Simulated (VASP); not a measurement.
Runs of VASP 6.6.1 on Ge2Sb2Te5. The structure is that of space group P-3m1 (No. 164), or close to it. The cells are those of the table. 

```tsv
cell	gap on the mesh (eV)	pressure (GPa)	largest force (eV/Å)
a = 4.129, b = 4.129, c = 16.654 Å, angles 90.0, 90.0, 120.0°, 9 atoms	none	(b)	0.03
a = 4.081, b = 4.081, c = 16.503 Å, angles 90.0, 90.0, 120.0°, 9 atoms	none	(a)	0.03
a = 4.169, b = 4.169, c = 16.855 Å, angles 90.0, 90.0, 120.0°, 9 atoms	none	1.4	0.03
a = 4.265, b = 4.265, c = 17.999 Å, angles 90.0, 90.0, 120.0°, 9 atoms	0.02	-1.7	0.02
```

Alike in all rows: task single point; level PBEsol; potentials or basis VASP PAW PBE potentials, release 64 (Ge_d, Sb, Te); no spin polarisation; k mesh 12 × 12 × 2; cutoff (eV) 520; smearing gaussian 0.1 eV.

Q: Estimate the missing entries.

A: (a) 5.1; (b) 3.1.

Caveats: the PAW data sets were made with another functional, which shifts forces and pressure a little; spin-orbit coupling is left out, which moves the levels of the heavy elements; this functional lacks dispersion, which binds the layers, so the pressure and a relaxed spacing across them are unreliable (some runs).

A k mesh can miss the band edges, and the runs leave out spin-orbit coupling on Ge, Sb, Te.

A gap of «none» marks levels without a gap at the run's occupations.
